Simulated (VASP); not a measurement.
# Si (Fd-3m) in VASP: single point with r2SCAN

Aim: the single point of Si with r2SCAN.

Everything below comes from runs of VASP 6.6.1. Logs are shortened: lines on timing, memory, paths and dates and some standing lists are left out, and cuts for length are marked.

## (1) The cell of the first run

Symmetry: Fd-3m, No. 227, cubic system. Conventional cell: a = 5.444 Å, b = 5.444 Å, c = 5.444 Å, α = 90.00°, β = 90.00°, γ = 90.00°. Si (site symmetry -43m) has 4 Si at 2.36 Å within 3.1 Å.

## (2) Single point, r2SCAN

Contents of POSCAR:

```
Si
1.0
   -2.7221022929      2.7221022929      0.0000000000
    0.0000000000      0.0000000000      5.4442045858
    2.7221022929      2.7221022929      0.0000000000
Si
4
Direct
    0.5000000000      0.3750000000      0.2500000000
    0.0000000000      0.8750000000      0.7500000000
    0.0000000000      0.1250000000      0.2500000000
    0.5000000000      0.6250000000      0.7500000000
```

Contents of INCAR.step1:

```
SYSTEM = Si
  PREC = Accurate
  ENCUT = 520
  ISMEAR = -1
  SIGMA = 0.02
  LREAL = .FALSE.
  LASPH = .TRUE.
  NELM = 80
  NBANDS = 16
  GGA = PE
  ALGO = Normal
  EDIFF = 1E-4
  LWAVE = .TRUE.
  LCHARG = .FALSE.
```

Contents of INCAR.step2:

```
SYSTEM = Si
  PREC = Accurate
  ENCUT = 520
  EDIFF = 1E-7
  ISMEAR = -1
  SIGMA = 0.02
  LREAL = .FALSE.
  LASPH = .TRUE.
  NELM = 80
  ALGO = Normal
  ISIF = 2
  LWAVE = .FALSE.
  LCHARG = .FALSE.
  METAGGA = R2SCAN
  LMIXTAU = .TRUE.
  NBANDS = 16
  ISTART = 1
```

Contents of KPOINTS:

```
Automatic mesh
0
G
  7 5 7
  0 0 0
```

Potentials or basis: VASP PAW PBE potentials, release 64 (Si).

Run with:

```
$ cat potpaw_PBE.64/Si/POTCAR > POTCAR
$ cp INCAR.step1 INCAR
$ mpirun -np 1 vasp_std > vasp.out
$ cp INCAR.step2 INCAR
$ mpirun -np 1 vasp_std > vasp.out
```

OUTCAR:

```text
SYSTEM = Si
   PREC = Accurate
   ENCUT = 520
   EDIFF = 1E-7
   ISMEAR = -1
   LREAL = .FALSE.
   LASPH = .TRUE.
   NELM = 80
   ISIF = 2
   METAGGA = R2SCAN
   ISTART = 1

 ion  position               nearest neighbor table
   1  0.500  0.375  0.250-   3 2.36   4 2.36   4 2.36   3 2.36
   2  0.000  0.875  0.750-   3 2.36   4 2.36   3 2.36   4 2.36
   3  0.000  0.125  0.250-   1 2.36   2 2.36   2 2.36   1 2.36
   4  0.500  0.625  0.750-   1 2.36   2 2.36   1 2.36   2 2.36

  LATTYP: Found a simple tetragonal cell.
 ALAT       =     3.8496339808
 C/A-ratio  =     1.4142135624

  Lattice vectors:

 A1 = (   2.7221022929,  -2.7221022929,   0.0000000000)
 A2 = (   2.7221022929,   2.7221022929,   0.0000000000)
 A3 = (   0.0000000000,   0.0000000000,   5.4442045858)

Analysis of symmetry for initial positions (statically):
=====================================================================
 Subroutine PRICEL returns following result:

  LATTYP: Found a face centered cubic cell.
 ALAT       =     5.4442045858

  Lattice vectors:

 A1 = (   2.7221022929,   0.0000000000,   2.7221022929)
 A2 = (   2.7221022929,   2.7221022929,   0.0000000000)
 A3 = (   0.0000000000,   2.7221022929,   2.7221022929)

   2 primitive cells build up your supercell.

 Routine SETGRP: Setting up the symmetry group for a
 simple tetragonal supercell.

 Subroutine GETGRP returns: Found 16 space group operations
 (whereof  4 operations were pure point group operations)
 out of a pool of 16 trial point group operations.

The static configuration has the point symmetry C_2h.
 The point group associated with its full space group is D_4h.

Analysis of symmetry for dynamics (positions and initial velocities):
=====================================================================
 Subroutine PRICEL returns following result:

  LATTYP: Found a face centered cubic cell.
 ALAT       =     5.4442045858

  Lattice vectors:

 A1 = (   2.7221022929,   0.0000000000,   2.7221022929)
 A2 = (   2.7221022929,   2.7221022929,   0.0000000000)
 A3 = (   0.0000000000,   2.7221022929,   2.7221022929)

   2 primitive cells build up your supercell.

 Routine SETGRP: Setting up the symmetry group for a
 simple tetragonal supercell.

 Subroutine GETGRP returns: Found 16 space group operations
 (whereof  4 operations were pure point group operations)
 out of a pool of 16 trial point group operations.

The dynamic configuration has the point symmetry C_2h.
 The point group associated with its full space group is D_4h.

 Subroutine INISYM returns: Found 16 space group operations
 (whereof  4 operations are pure point group operations),
 and found     2 'primitive' translations

----------------------------------------------------------------------------------------

                                     Primitive cell

  volume of cell :      40.3407

  direct lattice vectors                    reciprocal lattice vectors
     2.722102293  0.000000000  2.722102293     0.183681562 -0.183681562  0.183681562
     2.722102293  2.722102293  0.000000000     0.183681562  0.183681562 -0.183681562
     0.000000000  2.722102293  2.722102293    -0.183681562  0.183681562  0.183681562

  length of vectors
     3.849633981  3.849633981  3.849633981     0.318145797  0.318145797  0.318145797

  position of ions in fractional coordinates (direct lattice)
     0.875000000  0.875000000  0.875000000
     0.125000000  0.125000000  0.125000000

  ion indices of the primitive-cell ions
   primitive index   ion index
                 1           1
                 2           3

----------------------------------------------------------------------------------------

 KPOINTS: Automatic mesh

Automatic generation of k-mesh.
 Grid dimensions read from file:
 generate k-points for:    7    5    7

 Generating k-lattice:

  Cartesian coordinates                     Fractional coordinates (reciprocal lattice)
    -0.026240223  0.026240223  0.000000000     0.142857143  0.000000000  0.000000000
     0.000000000  0.000000000  0.036736312     0.000000000  0.200000000  0.000000000
     0.026240223  0.026240223  0.000000000     0.000000000  0.000000000  0.142857143

  Length of vectors
     0.037109279  0.036736312  0.037109279

  Shift w.r.t. Gamma in fractional coordinates (k-lattice)
     0.000000000  0.000000000  0.000000000

 Subroutine IBZKPT returns following result:
 ===========================================

 Found     30 irreducible k-points:

 Following reciprocal coordinates:
            Coordinates               Weight
  0.000000  0.000000  0.000000      1.000000
  0.142857  0.000000  0.000000      4.000000
  0.285714  0.000000  0.000000      4.000000
  0.428571  0.000000  0.000000      4.000000
  0.000000  0.200000  0.000000      2.000000
  0.142857  0.200000  0.000000      8.000000
[... 16 lines left out ...]
  0.428571  0.000000  0.285714      8.000000
  0.285714  0.200000  0.285714      8.000000
 [... further k-points ...]
   k-points           NKPTS =     30   k-points in BZ     NKDIM =     30   number of bands    NBANDS=     16
   number of dos      NEDOS =    301   number of ions     NIONS =      4
   total plane-waves  NPLWV =  36000
   dimension x,y,z NGX =    30 NGY =   40 NGZ =   30
   dimension x,y,z NGXF=    60 NGYF=   80 NGZF=   60
   ions per type =               4
   NGX,Y,Z   is equivalent  to a cutoff of  12.96, 12.21, 12.96 a.u.
   NGXF,Y,Z  is equivalent  to a cutoff of  25.91, 24.43, 25.91 a.u.
 SYSTEM =  Si
   PREC   = accura    normal or accurate (medium, high low for compatibility)
   ISTART =      1    job   : 0-new  1-cont  2-samecut
   ICHARG =      0    charge: 1-file 2-atom 10-const
   ISPIN  =      1    spin polarized calculation?
   LNONCOLLINEAR =      F non collinear calculations
   LSORBIT =      F    spin-orbit coupling
   LASPH  =      T    aspherical Exc in radial PAW
   ENCUT  =  520.0 eV  38.22 Ry    6.18 a.u.   7.16 10.12  7.16*2*pi/ulx,y,z
   NELM   =     80;   NELMIN=  2; NELMDL=  0     # of ELM steps
   EDIFF  = 0.1E-06   stopping-criterion for ELM
   LREAL  =      F    real-space projection
   EDIFFG = 0.1E-05   stopping-criterion for IOM
   NSW    =      0    number of steps for IOM
   IBRION =     -1    ionic relax: 0-MD 1-quasi-New 2-CG
   NFREE  =      0    steps in history (QN), initial steepest desc. (CG)
   ISIF   =      2    stress and relaxation
   ISYM   =      2    0-nonsym 1-usesym 2-fastsym
   POTIM  = 0.5000    time-step for ionic-motion
   TEBEG  =    0.0;   TEEND  =   0.0 temperature during run
   PSTRESS=    0.0 pullay stress
   NELECT =      16.0000    total number of electrons
   NUPDOWN=      -1.0000    fix difference up-down
   EMIN   =  10.00;   EMAX   =-10.00  energy-range for DOS
   EFERMI =   0.00;   METHOD = LEGACY
   ISMEAR =    -1;   SIGMA  =   0.02  broadening in eV -4-tet -1-fermi 0-gaus
   EFERMI_NEDOS =   21; number of points for ismear=-14 and -15
   IALGO  =     38    algorithm
   IMIX   =      4    mixing-type and parameters
     AMIX     =   0.40;   BMIX     =  1.00
     AMIX_MAG =   1.60;   BMIX_MAG =  1.00
  volume/ion in A,a.u.               =      20.17       136.12
  Fermi-wavevector in a.u.,A,eV,Ry     =   0.954678  1.804080 12.400495  0.911411
  Thomas-Fermi vector in A             =   2.083447
   LORBIT       =      0    0 simple, 1 ext, 2 COOP (PROOUT), +10 PAW based schemes
   METAGGA = R2SCAN    functional components
   LHFCALC =     F    Hartree Fock is set to
   AEXX    =    0.0000 exact exchange contribution
   IVDW    =     0    specifies the selected vdW correction
   LEPSILON=     F    determine dielectric tensor
   LRPA    =     F    only Hartree local field effects (RPA)
 non-spin polarized calculation
  energy-cutoff  :      520.00
  volume of cell :       80.68
 maximum number of plane-waves:      2185
 NGX is ok and might be reduce to    30
   NGX = 15   NGY = 21   NGZ = 15

 number of electron      15.9999999 magnetization

 Free energy of the ion-electron system (eV)
  ---------------------------------------------------
  ext. energy  EPLUGINS =         0.00000000
  ---------------------------------------------------
  free energy    TOTEN  =       -35.09517488 eV

  energy without entropy =      -35.09517488  energy(sigma->0) =      -35.09517488

 E-fermi :   6.0471     XC(G=0):  -9.8250

 val. band max:        5.6632371695   @ k =   0.0000   0.0000   0.0000
 cond. band min:       6.4498976567   @ k =   0.4286   0.0000   0.4286
 fundamental gap:      0.7866604871
 Fermi energy:         6.0471494347

 k-point     1 :       0.0000    0.0000    0.0000
  band No.  band energies     occupation
      1      -6.8104      2.00000
      2      -2.4700      2.00000
      3      -2.4700      2.00000
      4       2.6713      2.00000
      5       2.6713      2.00000
      6       5.6628      2.00000
[... 8 lines left out ...]
     15      13.7853      0.00000
     16      13.7860      0.00000

 k-point     2 :       0.1429    0.0000    0.0000
  band No.  band energies     occupation
      1      -6.6242      2.00000
      2      -2.5728      2.00000
      3      -2.2674      2.00000
      4       1.8529      2.00000
      5       2.8201      2.00000
      6       4.3653      2.00000
[... 8 lines left out ...]
     15      13.0554      0.00000
     16      13.6554      0.00000

 k-point     3 :       0.2857    0.0000    0.0000
  band No.  band energies     occupation
      1      -6.0755      2.00000
      2      -3.0955      2.00000
      3      -1.6620      2.00000
      4       1.1142      2.00000
      5       2.4328      2.00000
      6       3.2492      2.00000
[... 8 lines left out ...]
     15      12.2563      0.00000
     16      13.1581      0.00000

 k-point     4 :       0.4286    0.0000    0.0000
  band No.  band energies     occupation
      1      -5.2029      2.00000
      2      -4.1135      2.00000
      3      -0.6621      2.00000
      4       0.7154      2.00000
      5       1.3690      2.00000
      6       2.3177      2.00000
[... 8 lines left out ...]
     15      11.9587      0.00000
     16      12.2266      0.00000

 k-point     5 :       0.0000    0.2000    0.0000
  band No.  band energies     occupation
      1      -6.6275      2.00000
      2      -3.9712      2.00000
      3      -0.7494      2.00000
      4       2.8370      2.00000
      5       2.8370      2.00000
      6       4.7269      2.00000
[... 8 lines left out ...]
     15      12.8176      0.00000
     16      13.9901      0.00000

 k-point     6 :       0.1429    0.2000    0.0000
  band No.  band energies     occupation
      1      -6.4437      2.00000
      2      -3.8531      2.00000
      3      -0.8646      2.00000
      4       2.1311      2.00000
      5       2.9809      2.00000
      6       3.3070      2.00000
[... 8 lines left out ...]
     15      12.9636      0.00000
     16      13.4050      0.00000
[... 267 lines left out ...]
 k-point    21 :       0.4286    0.4000    0.1429
  band No.  band energies     occupation
      1      -4.5209      2.00000
      2      -4.1150      2.00000
      3      -1.4287      2.00000
      4      -0.9865      2.00000
      5       2.8269      2.00000
      6       3.3267      2.00000
[... 8 lines left out ...]
     15      13.0935      0.00000
     16      14.1625      0.00000

 k-point    22 :       0.2857    0.0000    0.2857
  band No.  band energies     occupation
      1      -5.3374      2.00000
      2      -2.3107      2.00000
      3      -2.3107      2.00000
      4       1.3722      2.00000
      5       1.7105      2.00000
      6       1.7105      2.00000
[... 8 lines left out ...]
     15      12.4729      0.00000
     16      12.4731      0.00000

 k-point    23 :       0.4286    0.0000    0.2857
  band No.  band energies     occupation
      1      -4.4587      2.00000
      2      -3.3551      2.00000
      3      -1.3507      2.00000
      4      -0.0651      2.00000
      5       1.9258      2.00000
      6       2.3465      2.00000
[... 8 lines left out ...]
     15      13.8426      0.00000
     16      14.9303      0.00000

 k-point    24 :       0.2857    0.2000    0.2857
  band No.  band energies     occupation
      1      -5.1780      2.00000
      2      -3.1448      2.00000
      3      -1.5560      2.00000
      4       0.9409      2.00000
      5       1.1884      2.00000
      6       2.7853      2.00000
[... 8 lines left out ...]
     15      12.0244      0.00000
     16      12.3420      0.00000

 [... further k-points ...]
[... 5 lines left out ...]
  --------------------------------------------------------------------------------------
  -------------------------------------------------------------------------------------
  Total       -0.0966057     -0.0966057     -0.1477113     -0.0000000      0.0000000      0.0000000
  in kB       -1.9184034     -1.9184034     -2.9332635     -0.0000000      0.0000000      0.0000000
  external PRESSURE =      -2.2566901 kB  Pullay stress =       0.0000000 kB

 VOLUME and BASIS-vectors are now :
 -----------------------------------------------------------------------------
  energy-cutoff  :      520.00
  volume of cell :       80.68
      direct lattice vectors                 reciprocal lattice vectors
    -2.722102293  2.722102293  0.000000000    -0.183681562  0.183681562  0.000000000
     0.000000000  0.000000000  5.444204586     0.000000000  0.000000000  0.183681562
     2.722102293  2.722102293  0.000000000     0.183681562  0.183681562  0.000000000

 POSITION                                       TOTAL-FORCE (eV/Angst)
 -----------------------------------------------------------------------------------
     -0.68053      2.04158      2.04158         0.000000     -0.000000     -0.000000
      2.04158      2.04158      4.76368        -0.000000      0.000000     -0.000000
      0.68053      0.68053      0.68053         0.000000      0.000000      0.000000
      0.68053      3.40263      3.40263         0.000000     -0.000000      0.000000
 -----------------------------------------------------------------------------------
    total drift:                                0.000000      0.000000     -0.000000

  FREE ENERGIE OF THE ION-ELECTRON SYSTEM (eV)
  ---------------------------------------------------
  free  energy   TOTEN  =       -35.0951748758 eV

  energy  without entropy=      -35.0951748757  energy(sigma->0) =      -35.09517488
```

Wall time 51 s (1 thread of Intel Xeon 6975P-C (Granite Rapids), shared host); peak memory 0.18 GiB.

What came out:

```yaml
Free_energy: -35.0952 eV
Pressure: -0.2 GPa
Band_gap_on_the_k_mesh: 0.79 eV
```

Levels at points of the mesh, in eV from the valence-band top:
```tsv
k point	band 6	band 7	band 8	band 9	band 10	band 11
(0.00, 0.00, 0.00)	0.00	0.00	0.00	0.93	0.93	2.75
```

Caveat: the PAW data sets were made with another functional, which shifts forces and pressure a little. A k mesh can miss the band edges.
